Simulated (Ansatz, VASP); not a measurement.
# Two plane-wave programs on W

```xyz
1
Lattice="-1.4231 1.4231 2.0123 1.4231 -1.4231 2.0123 1.4231 1.4231 -2.0123" Properties=species:S:1:pos:R:3 pbc="T T T"
W     0.0000    0.0000    0.0000
```

Alike in both runs: task single point; functional PBEsol; k mesh 24 × 24 × 24; occupations gaussian, width 0.15 eV; no spin polarisation.

|  | VASP | Ansatz |
| --- | --- | --- |
| version | VASP 6.6.1 | Ansatz 0.2.0 |
| potentials or method | VASP PAW PBE potentials, release 64 (W_sv), cutoff 520 eV | scalar-relativistic, plane waves, PAW |
| valence electrons in the cell | 14 | 14 |

VASP gave:

| Property | Result |
| --- | --- |
| gap on the k mesh at the Fermi level (eV) | none |
| pressure (GPa) | -5.2 |

Estimate Ansatz's values.

gap on the k mesh at the Fermi level (eV): none; pressure (GPa): -5.8.

VASP's potentials were made for PBE, not for PBEsol. A gap of «none» marks a metal or a gap that the smearing closes.

Spin-orbit coupling is off throughout.
